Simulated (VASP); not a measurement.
# Ge: single point with LDA

Ge:

```xyz
3
Lattice="4.7948 0.0000 0.0000 -2.3974 4.1524 0.0000 0.0000 0.0000 2.7091" Properties=species:S:1:pos:R:3 pbc="T T T"
Ge    4.7948    0.0000    2.7091
Ge    0.0000    2.7683    1.3546
Ge    2.3974    1.3841    1.3546
```

- Program: VASP 6.6.1
- Task: single point
- Functional: LDA
- Potentials or basis: VASP PAW LDA potentials, release 64 (Ge_d)
- Cutoff: 520 eV
- k mesh: 10 × 10 × 15
- Occupations: fermi-dirac, width 0.1 eV
- Spin: no spin polarisation

The pressure is 0.2 GPa and the band gap on the k mesh is zero (band 21 reaches 8.93 eV, above the bottom of band 22 at 3.58 eV).

Stress tensor (GPa, compression positive):
```
0.12 0.00 0.00
0.00 0.12 0.00
0.00 0.00 0.48
```

Levels at points of the mesh, in eV from the Fermi level:
| k point | band 17 | band 18 | band 19 | band 20 | band 21 | band 22 | band 23 | band 24 | band 25 | band 26 |
| --- | --- | --- | --- | --- | --- | --- | --- | --- | --- | --- |
| (0.00, 0.00, 0.00) | -6.97 | -6.71 | -3.51 | -3.51 | -3.43 | -3.43 | 5.64 | 8.79 | 8.79 | 9.62 |
| (0.50, 0.00, 0.00) | -11.42 | -8.10 | -5.73 | 0.86 | 0.95 | 2.74 | 3.02 | 4.53 | 7.63 | 7.74 |

It took 3.2 min on 1 thread of AMD EPYC 7R13, on a shared host, peak memory 0.21 GiB.
